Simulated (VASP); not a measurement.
# HfB in VASP: notebook, part 2 of 3

VASP 6.6.1. Earlier steps stand in the parts before.

## (3) Electric field gradients, PBE (volume scaled by 1.05)

File INCAR:

```
SYSTEM = HfB
PREC     = Accurate       ! precision mode
ENCUT    = 520            ! plane-wave cutoff, eV
EDIFF    = 1E-8           ! SCF threshold, eV
ISMEAR   = -1             ! smearing method
SIGMA    = 0.05           ! smearing width, eV
LREAL    = .False.        ! projectors in reciprocal space
LASPH    = .True.         ! aspherical terms in the spheres
NELM     = 100            ! most SCF steps
ALGO     = Normal         ! electronic algorithm
ISIF     = 2              ! what is computed and relaxed
LWAVE    = .False.        ! write WAVECAR
LCHARG   = .False.        ! write CHGCAR
GGA      = PE             ! functional
LEFG     = .True.       
NBANDS   = 14             ! bands
```

File KPOINTS:

```
regular mesh
0
Gamma
  15 15 15
  0 0 0
```

File POSCAR:

```
HfB
1.0
    0.0000000000      2.3478755842      2.3478755842
    2.3478755842      0.0000000000      2.3478755842
    2.3478755842      2.3478755842      0.0000000000
Hf B
1 1
Direct
    0.5000000000      0.5000000000      0.5000000000
    0.0000000000      0.0000000000      0.0000000000
```

Potentials or basis: VASP PAW PBE potentials, release 64 (Hf_pv, B).

Run with:

```sh
$ cat potpaw_PBE.64/Hf_pv/POTCAR potpaw_PBE.64/B/POTCAR > POTCAR
$ mpirun -np 1 vasp_std > vasp.out
```

OUTCAR:

```text
SYSTEM = HfB
   PREC = Accurate
   ENCUT = 520
   EDIFF = 1E-8
   ISMEAR = -1
   LREAL = .False.
   LASPH = .True.
   NELM = 100
   ISIF = 2
   GGA = PE

 ion  position               nearest neighbor table
   1  0.500  0.500  0.500-   2 2.35   2 2.35   2 2.35   2 2.35   2 2.35   2 2.35
   2  0.000  0.000  0.000-   1 2.35   1 2.35   1 2.35   1 2.35   1 2.35   1 2.35

  LATTYP: Found a face centered cubic cell.
 ALAT       =     4.6957511684

  Lattice vectors:

 A1 = (   0.0000000000,   2.3478755842,   2.3478755842)
 A2 = (   2.3478755842,   0.0000000000,   2.3478755842)
 A3 = (   2.3478755842,   2.3478755842,   0.0000000000)

Analysis of symmetry for initial positions (statically):
=====================================================================
 Subroutine PRICEL returns:
 Original cell was already a primitive cell.

 Routine SETGRP: Setting up the symmetry group for a
 face centered cubic supercell.

 Subroutine GETGRP returns: Found 48 space group operations
 (whereof 48 operations were pure point group operations)
 out of a pool of 48 trial point group operations.

The static configuration has the point symmetry O_h .

Analysis of symmetry for dynamics (positions and initial velocities):
=====================================================================
 Subroutine PRICEL returns:
 Original cell was already a primitive cell.

 Routine SETGRP: Setting up the symmetry group for a
 face centered cubic supercell.

 Subroutine GETGRP returns: Found 48 space group operations
 (whereof 48 operations were pure point group operations)
 out of a pool of 48 trial point group operations.

The dynamic configuration has the point symmetry O_h .

 Subroutine INISYM returns: Found 48 space group operations
 (whereof 48 operations are pure point group operations),
 and found     1 'primitive' translations

----------------------------------------------------------------------------------------

                                     Primitive cell

  volume of cell :      25.8854

  direct lattice vectors                    reciprocal lattice vectors
     0.000000000  2.347875584  2.347875584    -0.212958473  0.212958473  0.212958473
     2.347875584  0.000000000  2.347875584     0.212958473 -0.212958473  0.212958473
     2.347875584  2.347875584  0.000000000     0.212958473  0.212958473 -0.212958473

  length of vectors
     3.320397494  3.320397494  3.320397494     0.368854896  0.368854896  0.368854896

  position of ions in fractional coordinates (direct lattice)
     0.500000000  0.500000000  0.500000000
     0.000000000  0.000000000  0.000000000

  ion indices of the primitive-cell ions
   primitive index   ion index
                 1           1
                 2           2

----------------------------------------------------------------------------------------

 KPOINTS: regular mesh

Automatic generation of k-mesh.
 Grid dimensions read from file:
 generate k-points for:   15   15   15

 Generating k-lattice:
[... 80 lines left out ...]
   IMIX   =      4    mixing-type and parameters
     AMIX     =   0.40;   BMIX     =  1.00
     AMIX_MAG =   1.60;   BMIX_MAG =  1.00
  volume/ion in A,a.u.               =      12.94        87.34
  Fermi-wavevector in a.u.,A,eV,Ry     =   1.301280  2.459063 23.039161  1.693331
  Thomas-Fermi vector in A             =   2.432424
   LORBIT       =      0    0 simple, 1 ext, 2 COOP (PROOUT), +10 PAW based schemes
   GGA     = PE    functional components
   LHFCALC =     F    Hartree Fock is set to
   AEXX    =    0.0000 exact exchange contribution
   IVDW    =     0    specifies the selected vdW correction
   LEPSILON=     F    determine dielectric tensor
   LRPA    =     F    only Hartree local field effects (RPA)
 non-spin polarized calculation
  energy-cutoff  :      520.00
  volume of cell :       25.89
 maximum number of plane-waves:       725
 NGX is ok and might be reduce to    28
   NGX = 13   NGY = 13   NGZ = 13

 number of electron      13.0000001 magnetization

 Free energy of the ion-electron system (eV)
  ---------------------------------------------------
  ext. energy  EPLUGINS =         0.00000000
  ---------------------------------------------------
  free energy    TOTEN  =       -17.34175366 eV

  energy without entropy =      -17.33383819  energy(sigma->0) =      -17.33779592

 E-fermi :   4.8428     XC(G=0): -12.0714

 val. band max:        4.8237868954   @ k =  -0.1333   0.2000   0.0667
 cond. band min:       4.8453247462   @ k =   0.4000   0.2667   0.1333
 fundamental gap:      0.0215378509
 Fermi energy:         4.8427670804

 k-point     1 :       0.0000    0.0000    0.0000
  band No.  band energies     occupation
      1     -23.7420      2.00000
      2     -23.7420      2.00000
      3     -23.7420      2.00000
      4      -4.5987      2.00000
      5       6.9667      0.00000
      6       6.9667      0.00000
      7       6.9667      0.00000
      8       8.6340      0.00000
      9       8.6340      0.00000
     10       8.6340      0.00000
     11       8.8571      0.00000
     12       8.8571      0.00000
     13      16.3024      0.00000
     14      17.0896      0.00000
[... 377 lines left out ...]
      1     -23.9143      2.00000
      2     -23.7961      2.00000
      3     -23.7895      2.00000
      4      -3.5788      2.00000
      5       4.3766      1.99982
      6       5.5127      0.00000
      7       6.1431      0.00000
      8       6.7530      0.00000
      9       9.1432      0.00000
     10      10.4381      0.00000
     11      11.0142      0.00000
     12      13.5687      0.00000
     13      18.4546      0.00000
     14      18.7441      0.00000

 [... further k-points ...]

------------------------ aborting loop because EDIFF is reached ----------------------------------------

  FORCE on cell =-STRESS in cart. coord.  units (eV):
  Direction    XX          YY          ZZ          XY          YZ          ZX
  --------------------------------------------------------------------------------------
  -------------------------------------------------------------------------------------
  Total        2.9036417      2.9036417      2.9036417      0.0000000     -0.0000000      0.0000000
  in kB      179.7208127    179.7208127    179.7208127      0.0000000     -0.0000000      0.0000000
  external PRESSURE =     179.7208127 kB  Pullay stress =       0.0000000 kB

 VOLUME and BASIS-vectors are now :
 -----------------------------------------------------------------------------
  energy-cutoff  :      520.00
  volume of cell :       25.89
      direct lattice vectors                 reciprocal lattice vectors
     0.000000000  2.347875584  2.347875584    -0.212958473  0.212958473  0.212958473
     2.347875584  0.000000000  2.347875584     0.212958473 -0.212958473  0.212958473
     2.347875584  2.347875584  0.000000000     0.212958473  0.212958473 -0.212958473

 POSITION                                       TOTAL-FORCE (eV/Angst)
 -----------------------------------------------------------------------------------
      2.34788      2.34788      2.34788         0.000000      0.000000      0.000000
      0.00000      0.00000      0.00000        -0.000000     -0.000000     -0.000000
 -----------------------------------------------------------------------------------
    total drift:                                0.000000      0.000000      0.000000

  FREE ENERGIE OF THE ION-ELECTRON SYSTEM (eV)
  ---------------------------------------------------
  free  energy   TOTEN  =       -17.3417536607 eV

  energy  without entropy=      -17.3338381878  energy(sigma->0) =      -17.33779592

 Electric field gradients (V/A^2)
---------------------------------------------------------------------
 ion       V_xx      V_yy      V_zz      V_xy      V_xz      V_yz
---------------------------------------------------------------------
   1       0.000    -0.000    -0.000    -0.000    -0.000    -0.000
   2      -0.000    -0.000     0.000    -0.000    -0.000    -0.000
---------------------------------------------------------------------

 Electric field gradients after diagonalization (V/A^2)
 (convention: |V_zz| > |V_xx| > |V_yy|)
----------------------------------------------------------------------
 ion       V_xx      V_yy      V_zz     asymmetry (V_yy - V_xx)/ V_zz
----------------------------------------------------------------------
   1       0.000     0.000    -0.000       0.000
   2       0.000     0.000    -0.000       0.000
----------------------------------------------------------------------

           NMR quadrupolar parameters

 Cq : quadrupolar parameter    Cq=e*Q*V_zz/h
 eta: asymmetry parameters     (V_yy - V_xx)/ V_zz
 Q  : nuclear electric quadrupole moment in mb (millibarn)
----------------------------------------------------------------------
 ion       Cq(MHz)       eta       Q (mb)
----------------------------------------------------------------------
   1      -0.000       0.000       1.000
   2      -0.000       0.000       1.000
----------------------------------------------------------------------
```

Run time: 1.7 min. Hardware: 1 thread of Intel Xeon 8259CL, shared host; peak memory 0.19 GiB.

What came out:

```
Free energy : -17.3418 eV
Pressure    : 18.0 GPa
```

Levels at points of the mesh, in eV from the Fermi level:
```csv
k point,band 5,band 6,band 7,band 8,band 9,band 10
"(0.00, 0.00, 0.00)",2.12,2.12,2.12,3.79,3.79,3.79
```

Caveat: without QUAD_EFG the Cq values of the log hold for a quadrupole moment of 1 mb, not for the nuclei; spin-orbit coupling is left out, which moves the levels of the heavy elements.

## (4) Electric field gradients, PBE (x and y stretched by -4 %, z held)

File INCAR:

```
  PREC = Accurate
  ENCUT = 520
  EDIFF = 1E-8
  ISMEAR = -1
  SIGMA = 0.05
  LREAL = False
  LASPH = True
  NELM = 100
  ALGO = Normal
  ISIF = 2
  LWAVE = False
  LCHARG = False
  GGA = PE
  LEFG = True
  NBANDS = 14
```

File KPOINTS:

```
regular mesh
0
Gamma
  15 15 15
```

File POSCAR:

```
HfB
1.0
    0.0000000000      2.2176000000      2.3100000000
    2.2176000000      0.0000000000      2.3100000000
    2.2176000000      2.2176000000      0.0000000000
Hf B
1 1
Direct
    0.5000000000      0.5000000000      0.5000000000
    0.0000000000      0.0000000000      0.0000000000
```

Potentials or basis: VASP PAW PBE potentials, release 64 (Hf_pv, B).

Run with:

```sh
$ cat potpaw_PBE.64/Hf_pv/POTCAR potpaw_PBE.64/B/POTCAR > POTCAR
$ mpirun -np 1 vasp_std > vasp.out
```

OUTCAR:

```text
PREC = Accurate
   ENCUT = 520
   EDIFF = 1E-8
   ISMEAR = -1
   LREAL = False
   LASPH = True
   NELM = 100
   ISIF = 2
   GGA = PE

 ion  position               nearest neighbor table
   1  0.500  0.500  0.500-   2 2.22   2 2.22   2 2.22   2 2.22   2 2.31   2 2.31
   2  0.000  0.000  0.000-   1 2.22   1 2.22   1 2.22   1 2.22   1 2.31   1 2.31

  LATTYP: Found a body centered tetragonal cell.
 ALAT       =     3.1361599959
 C/A-ratio  =     1.4731391275

  Lattice vectors:

 A1 = (  -2.2176000000,   0.0000000000,   2.3100000000)
 A2 = (   2.2176000000,   0.0000000000,   2.3100000000)
 A3 = (   0.0000000000,   2.2176000000,  -2.3100000000)

Analysis of symmetry for initial positions (statically):
=====================================================================
 Subroutine PRICEL returns:
 Original cell was already a primitive cell.

 Routine SETGRP: Setting up the symmetry group for a
 body centered tetragonal supercell.

 Subroutine GETGRP returns: Found 16 space group operations
 (whereof 16 operations were pure point group operations)
 out of a pool of 16 trial point group operations.

The static configuration has the point symmetry D_4h.

Analysis of symmetry for dynamics (positions and initial velocities):
=====================================================================
 Subroutine PRICEL returns:
 Original cell was already a primitive cell.

 Routine SETGRP: Setting up the symmetry group for a
 body centered tetragonal supercell.

 Subroutine GETGRP returns: Found 16 space group operations
 (whereof 16 operations were pure point group operations)
[... 553 lines left out ...]
      5       5.0596      1.99999
      6       6.2595      0.00002
      7       7.4267      0.00000
      8       7.9446      0.00000
      9      10.6017      0.00000
     10      11.7817      0.00000
     11      12.6145      0.00000
     12      15.5641      0.00000
     13      20.3464      0.00000
     14      20.9284      0.00000

 [... further k-points ...]

------------------------ aborting loop because EDIFF is reached ----------------------------------------

  FORCE on cell =-STRESS in cart. coord.  units (eV):
  Direction    XX          YY          ZZ          XY          YZ          ZX
  --------------------------------------------------------------------------------------
  -------------------------------------------------------------------------------------
  Total        9.4744110      9.4744110      5.7334216      0.0000000     -0.0000000     -0.0000000
  in kB      668.1198939    668.1198939    404.3114700      0.0000000     -0.0000000     -0.0000000
  external PRESSURE =     580.1837526 kB  Pullay stress =       0.0000000 kB

 VOLUME and BASIS-vectors are now :
 -----------------------------------------------------------------------------
  energy-cutoff  :      520.00
  volume of cell :       22.72
      direct lattice vectors                 reciprocal lattice vectors
     0.000000000  2.217600000  2.310000000    -0.225468975  0.225468975  0.216450216
     2.217600000  0.000000000  2.310000000     0.225468975 -0.225468975  0.216450216
     2.217600000  2.217600000  0.000000000     0.225468975  0.225468975 -0.216450216

 POSITION                                       TOTAL-FORCE (eV/Angst)
 -----------------------------------------------------------------------------------
      2.21760      2.21760      2.31000         0.000000     -0.000000      0.000000
      0.00000      0.00000      0.00000        -0.000000      0.000000      0.000000
 -----------------------------------------------------------------------------------
    total drift:                               -0.000000     -0.000000      0.000000

  FREE ENERGIE OF THE ION-ELECTRON SYSTEM (eV)
  ---------------------------------------------------
  free  energy   TOTEN  =       -16.5814850297 eV

  energy  without entropy=      -16.5738342517  energy(sigma->0) =      -16.57765964

 Electric field gradients (V/A^2)
---------------------------------------------------------------------
 ion       V_xx      V_yy      V_zz      V_xy      V_xz      V_yz
---------------------------------------------------------------------
   1     -30.012   -30.012    60.025    -0.001    -0.000    -0.000
   2      -0.333    -0.333     0.665     0.000     0.000     0.000
---------------------------------------------------------------------

 Electric field gradients after diagonalization (V/A^2)
 (convention: |V_zz| > |V_xx| > |V_yy|)
----------------------------------------------------------------------
 ion       V_xx      V_yy      V_zz     asymmetry (V_yy - V_xx)/ V_zz
----------------------------------------------------------------------
   1     -30.013   -30.012    60.025       0.000
   2      -0.333    -0.332     0.665       0.000
----------------------------------------------------------------------

           NMR quadrupolar parameters

 Cq : quadrupolar parameter    Cq=e*Q*V_zz/h
 eta: asymmetry parameters     (V_yy - V_xx)/ V_zz
 Q  : nuclear electric quadrupole moment in mb (millibarn)
----------------------------------------------------------------------
 ion       Cq(MHz)       eta       Q (mb)
----------------------------------------------------------------------
   1       0.145       0.000       1.000
   2       0.002       0.000       1.000
----------------------------------------------------------------------
```

OSZICAR:

```text
N       E                     dE             d eps       ncg     rms          rms(c)
DAV:   1     0.244786606803E+02    0.24479E+02   -0.71213E+03  8088   0.885E+02
DAV:   2    -0.171843718581E+02   -0.41663E+02   -0.39511E+02 10116   0.199E+02
DAV:   3    -0.181791057384E+02   -0.99473E+00   -0.99038E+00 10032   0.213E+01
DAV:   4    -0.181819813085E+02   -0.28756E-02   -0.28754E-02  9416   0.142E+00
DAV:   5    -0.181819941050E+02   -0.12796E-04   -0.12796E-04 10322   0.844E-02    0.759E+01
DAV:   6    -0.166499785016E+02    0.15320E+01   -0.24171E+00  9942   0.982E+00    0.475E+01
DAV:   7    -0.166311489902E+02    0.18830E-01   -0.11441E+00 10656   0.629E+00    0.822E+00
DAV:   8    -0.165809641223E+02    0.50185E-01   -0.15189E-01  9150   0.249E+00    0.648E-01
DAV:   9    -0.165814957395E+02   -0.53162E-03   -0.60739E-03 10104   0.567E-01    0.182E-01
DAV:  10    -0.165814845610E+02    0.11179E-04   -0.87897E-05  9378   0.613E-02    0.113E-01
DAV:  11    -0.165814852404E+02   -0.67945E-06   -0.12115E-05  9774   0.239E-02    0.101E-02
DAV:  12    -0.165814850840E+02    0.15640E-06   -0.41681E-07 10092   0.519E-03    0.585E-03
DAV:  13    -0.165814849922E+02    0.91866E-07   -0.36446E-08  9570   0.157E-03    0.315E-03
DAV:  14    -0.165814850277E+02   -0.35548E-07   -0.64567E-09  5910   0.616E-04    0.125E-04
DAV:  15    -0.165814850297E+02   -0.19841E-08   -0.10325E-09  4836   0.270E-04
   1 F= -.16581485E+02 E0= -.16577660E+02  d E =-.765078E-02
```

Run time: 60 s. Hardware: 1 thread of Intel Xeon Platinum 8488C (Sapphire Rapids), shared host; peak memory 0.22 GiB.

What came out:

- Free energy: -16.5815 eV
- Pressure: 58.0 GPa

Stress tensor (GPa, compression positive):
```
66.81  0.00  0.00
 0.00 66.81  0.00
 0.00  0.00 40.43
```

Levels at points of the mesh, in eV from the Fermi level:
| k point | band 5 | band 6 | band 7 | band 8 | band 9 | band 10 |
| --- | --- | --- | --- | --- | --- | --- |
| (0.00, 0.00, 0.00) | 1.90 | 2.46 | 2.46 | 3.95 | 4.18 | 4.32 |

Electric field gradients, principal values (V/Å²):
| atom | least | middle | greatest (by size) |
| --- | --- | --- | --- |
| 1 Hf | -30.012 | -30.013 | 60.025 |
| 2 B | -0.332 | -0.333 | 0.665 |

Caveat: the cell differs from its parent crystal (x and y stretched by -4 %, z held); without QUAD_EFG the Cq values of the log hold for a quadrupole moment of 1 mb, not for the nuclei; spin-orbit coupling is left out, which moves the levels of the heavy elements.

(Part 2 of 3 ends here.)
